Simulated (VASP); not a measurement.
# SnSe: single point with PBE

SnSe:

```
Sn Se
1.0
     0.00000    3.01043    3.01043
     3.01043    0.00000    3.01043
     3.01043    3.01043    0.00000
Sn Se
1 1
Cartesian
  0.0000 0.0000 -0.4516
  3.0104 3.0104 3.4620
```

This cell differs from its parent crystal: shortest bond scaled by 0.7.

| Property | Result |
| --- | --- |
| Program | VASP 6.6.1 |
| Task | single point |
| Functional | PBE |
| Potentials or basis | VASP PAW PBE potentials, release 64 (Sn_d, Se) |
| Cutoff | 520 eV |
| k mesh | 9 × 9 × 9 |
| Occupations | fermi-dirac, width 0.05 eV |
| Spin | no spin polarisation |

The pressure is 23.3 GPa and the largest force is 9.996 eV/Å. The band gap on the k mesh is 0.23 eV, indirect (least direct gap 1.29 eV).

Forces on the atoms (eV/Å):
```
Sn   0.000  0.000  9.996
Se   0.000  0.000 -9.996
```

Stress tensor (GPa, compression positive):
```
 4.19  0.00  0.00
 0.00  4.19  0.00
 0.00  0.00 61.56
```

Levels at points of the mesh, in eV from the valence-band top:
| k point | band 7 | band 8 | band 9 | band 10 | band 11 | band 12 | band 13 | band 14 |
| --- | --- | --- | --- | --- | --- | --- | --- | --- |
| (0.00, 0.00, 0.00) | -4.80 | -3.31 | -2.07 | -2.07 | 1.89 | 1.89 | 6.09 | 6.26 |

It took 36 s on 1 thread of Intel(R) Xeon(R) Platinum 8488C (Sapphire Rapids), with other jobs on the host, peak memory 0.21 GiB.

Caveat: the cell differs from its parent crystal (shortest bond scaled by 0.7); spin-orbit coupling is left out, which moves the levels of the heavy elements; forces of over 1 eV/Å act on the atoms, so gaps and moduli don't describe the material at rest. A k mesh can miss the band edges.
